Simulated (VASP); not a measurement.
Wanted: the native input for a VASP 6.6.1 run.

```
Task                   : single point
Functional             : r2SCAN
Potentials or basis    : VASP PAW PBE potentials, release 64 (Ag)
Cutoff                 : 520 eV
k mesh                 : 18 × 18 × 10
Occupations            : gaussian, width 0.15 eV
Spin                   : no spin polarisation
Dipole correction      : no
Further INCAR settings : ALGO = Normal; EDIFF = 1e-07; NBANDS = 18
```

The system is Ag.

```
Ag
1.0
     2.93000    0.00000    0.00000
    -1.46500    2.46133    0.00000
     0.00000    0.00000    4.79000
Ag
2
Direct
  0.33333 0.66667 0.25000
  0.66667 0.33333 0.75000
```

This cell differs from its parent crystal: strain -0.0300 x Voigt [0, 1, 0, 0, 0, 0].

One way to write it, as run:

POSCAR

```
Ag
1.0
    2.9299980804      0.0000000000      0.0000000000
   -1.4649990402      2.4613291876      0.0000000000
    0.0000000000      0.0000000000      4.7900000000
Ag
2
Direct
    0.3333333333      0.6666666667      0.2500000000
    0.6666666667      0.3333333333      0.7500000000
```

INCAR.step1

```
ALGO = Normal ; EDIFF = 1E-4
ENCUT = 520 ; GGA = PE
ISMEAR = 0 ; LASPH = True
LCHARG = False ; LREAL = False
LWAVE = True ; NBANDS = 18
NELM = 60 ; PREC = Accurate
SIGMA = 0.15
```

INCAR.step2

```
ALGO = Normal ; EDIFF = 1E-7
ENCUT = 520 ; ISIF = 2
ISMEAR = 0 ; ISTART = 1
LASPH = True ; LCHARG = False
LMIXTAU = True ; LREAL = False
LWAVE = False ; METAGGA = R2SCAN
NBANDS = 18 ; NELM = 60
PREC = Accurate ; SIGMA = 0.15
```

KPOINTS

```
k-points
0
Gamma
  18 18 10
```

Potentials or basis: VASP PAW PBE potentials, release 64 (Ag).

Run with:

```bash
$ cat potpaw_PBE.64/Ag/POTCAR > POTCAR
$ cp INCAR.step1 INCAR
$ mpirun -np 1 vasp_std > vasp.out
$ cp INCAR.step2 INCAR
$ mpirun -np 1 vasp_std > vasp.out
```

It gave:

```json
{
 "Pressure": "0.6 GPa",
 "Largest force": "0.031 eV/Å",
 "Band gap on the k mesh": "zero (bands 11 and 12 overlap by 7.97 eV)"
}
```

Caveat: the cell differs from its parent crystal (strain -0.0300 x Voigt [0, 1, 0, 0, 0, 0]); the PAW data sets were made with another functional, which shifts forces and pressure a little.

It took 6.3 min on 1 thread of Intel(R) Xeon(R) 6975P-C (Granite Rapids) (shared host), peak memory 0.38 GiB.
